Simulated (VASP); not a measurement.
Write the native input for VASP 6.6.1 that does the following.

```
Task                   : single point
Functional             : RPBE
Dispersion             : D4
Potentials or basis    : VASP PAW PBE potentials, release 64 (Cd, Se)
Cutoff                 : 520 eV
k mesh                 : 8 × 8 × 8
Occupations            : fermi-dirac, width 0.05 eV
Spin                   : no spin polarisation
Dipole correction      : no
Further INCAR settings : ALGO = Normal; EDIFF = 1e-07; NBANDS = 16
```

The structure of CdSe lies in POSCAR:

```
CdSe
1.0
    0.0000000000      3.0576401662      3.0576401662
    3.0576401662      0.0000000000      3.0576401662
    3.0576401662      3.0576401662      0.0000000000
Cd Se
1 1
Direct
    0.0000000000      0.0000000000      0.0000000000
    0.2500000000      0.2500000000      0.2500000000
```

The input as run:

INCAR

```
SYSTEM = CdSe
PREC = Accurate
ENCUT = 520
EDIFF = 1E-7
ISMEAR = -1
SIGMA = 0.05
LREAL = .False.
LASPH = .True.
NELM = 60
ALGO = Normal
ISIF = 2
LWAVE = .False.
LCHARG = .False.
GGA = RP
IVDW = 13
NBANDS = 16
```

KPOINTS

```
regular mesh
0
Gamma
  8 8 8
  0 0 0
```

Potentials or basis: VASP PAW PBE potentials, release 64 (Cd, Se).

Command:

```sh
$ cat potpaw_PBE.64/Cd/POTCAR potpaw_PBE.64/Se/POTCAR > POTCAR
$ mpirun -np 1 vasp_std > vasp.out
```

Results of the run:

| Property | Result |
| --- | --- |
| Pressure | 0.3 GPa |
| Band gap on the k mesh | 0.75 eV, direct |
| Dispersion energy per atom | -0.583 eV |

Caveat: the PAW data sets were made with another functional, which shifts forces and pressure a little.

It took 22 s on 1 thread of Intel Xeon 6975P-C, on a shared host, peak memory 0.19 GiB.
